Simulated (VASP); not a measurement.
Wanted: the native input for a VASP 6.6.1 run.

* Task: single point
* Functional: PBEsol
* Potentials or basis: VASP PAW PBE potentials, release 64 (Si, W_sv)
* Cutoff: 520 eV
* k mesh: 12 × 12 × 6
* Occupations: gaussian, width 0.1 eV
* Spin: no spin polarisation
* Dipole correction: no
* Further INCAR settings: ALGO = Normal; EDIFF = 1e-06; NBANDS = 31

The structure of Si2W lies in POSCAR:

```
Si2W
1.0
    3.1664714422      0.0000000000      0.0000000000
    0.0000000000      3.1664714422      0.0000000000
    0.0000000000      0.0000000000      8.1674404931
Si W
4 2
Direct
    0.0000000000      0.0000000000      0.3350990333
    0.5000000000      0.5000000000      0.1649009667
    0.5000000000      0.5000000000      0.8350990333
    0.0000000000      0.0000000000      0.6649009667
    0.0000000000      0.0000000000      0.0000000000
    0.5000000000      0.5000000000      0.5000000000
```

This cell differs from its parent crystal: uniaxial strain along c: +4.5 %.

These files were run (other wordings do the same):

INCAR

```
PREC = Accurate
ENCUT = 520
EDIFF = 1E-6
ISMEAR = 0
SIGMA = 0.1
LREAL = F
LASPH = T
NELM = 80
ALGO = Normal
ISIF = 2
LWAVE = F
LCHARG = F
GGA = PS
NBANDS = 31
```

KPOINTS

```
regular mesh
0
Gamma
  12 12 6
```

Potentials or basis: VASP PAW PBE potentials, release 64 (Si, W_sv).

Launch:

```bash
$ cat potpaw_PBE.64/Si/POTCAR potpaw_PBE.64/W_sv/POTCAR > POTCAR
$ mpirun -np 1 vasp_std > vasp.out
```

It gave:

```yaml
Pressure: -4.6 GPa
Largest_force: 0.049 eV/Å
Band_gap_on_the_k_mesh: zero (bands 22 and 23 overlap by 1.27 eV)
```

Caveat: the cell differs from its parent crystal (uniaxial strain along c: +4.5 %); the cell stands under tension; the PAW data sets were made with another functional, which shifts forces and pressure a little; spin-orbit coupling is left out, which moves the levels of the heavy elements.

Run time: 2.9 min on 1 thread of Intel(R) Xeon(R) Platinum 8375C CPU @ 2.90GHz (Ice Lake), on a shared host, peak memory 0.34 GiB.
